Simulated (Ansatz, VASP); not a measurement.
# One calculation of Na2S, two programs

The input POSCAR:

```
Na2S
1.0
    0.0000000000      3.2554324508      3.2554324508
    3.2554324508      0.0000000000      3.2554324508
    3.2554324508      3.2554324508      0.0000000000
S Na
1 2
Direct
    0.0000000000      0.0000000000      0.0000000000
    0.2500000000      0.2500000000      0.2500000000
    0.7500000000      0.7500000000      0.7500000000
```

The input INCAR.step1:

```
SYSTEM = Na2S
ALGO = Normal
EDIFF = 1E-5
ENCUT = 400
GGA = PE
GGA_COMPAT = .FALSE.
ISIF = 2
ISMEAR = 0
LASPH = .TRUE.
LREAL = .FALSE.
LWAVE = .TRUE.
NBANDS = 17
NELM = 120
PREC = Accurate
SIGMA = 0.01
```

Contents of INCAR.step2:

```
SYSTEM = Na2S
AEXX = 0.1
ALGO = Normal
EDIFF = 1E-6
ENCUT = 400
GGA = PE
GGA_COMPAT = .FALSE.
HFSCREEN = 0.1
ISIF = 2
ISMEAR = 0
ISTART = 1
LASPH = .TRUE.
LCHARG = .TRUE.
LELF = .TRUE.
LHFCALC = .TRUE.
LREAL = .FALSE.
LVHAR = .TRUE.
LWAVE = .FALSE.
NBANDS = 17
NELM = 120
PREC = Accurate
PRECFOCK = Normal
SIGMA = 0.01
```

File KPOINTS:

```
k-points
0
G
  4 4 4
  0 0 0
```

Input for Ansatz:

```yaml
crystal:
  lattice:
    - [0.0, 3.2554324508, 3.2554324508]
    - [3.2554324508, 0.0, 3.2554324508]
    - [3.2554324508, 3.2554324508, 0.0]
  atoms:
    - { symbol: S, position: [0.0, 0.0, 0.0] }
    - { symbol: Na, position: [0.25, 0.25, 0.25] }
    - { symbol: Na, position: [0.75, 0.75, 0.75] }
kpoints:
  mp_grid: { grid: [4, 4, 4] }
hamiltonian:
  xc: { exchange: pbe, correlation: pbe, exx: { coeff: 0.1, omega: 0.1 } }
scf:
  occupations: { method: fixed }
  n_extra_bands: 4
output:
  forces: true
  stress: true
  eigenvalues: true
```

Alike in both runs: task single point; functional PBE-based screened hybrid with a share of 0.1 of exact exchange and HFSCREEN = 0.1; k mesh 4 × 4 × 4; no spin polarisation.

|  | VASP | Ansatz |
| --- | --- | --- |
| version | VASP 6.6.1 | Ansatz 0.2.0 |
| potentials or method | VASP PAW PBE potentials, release 64 (S, Na_pv) | plane waves |
| plane-wave cutoff (eV) | 400 | 420 |
| occupations | gaussian, width 0.01 eV | fixed |
| valence electrons in the cell | 20 | 24 |

|  | VASP | Ansatz | Ansatz less VASP |
| --- | --- | --- | --- |
| gap on the k mesh at the Fermi level (eV) | 3.04 | 3.04 | +0.002 |
| pressure (GPa) | 0.4 | 0.5 | +0.17 |

VASP's potentials were made for PBE, not for PBE-based screened hybrid. VASP's potentials hold 20 valence electrons a cell and Ansatz's 24, so a difference there can come from the potentials and not from the codes. Ansatz's warnings: stress exchange threshold loose, stress scf threshold loose.
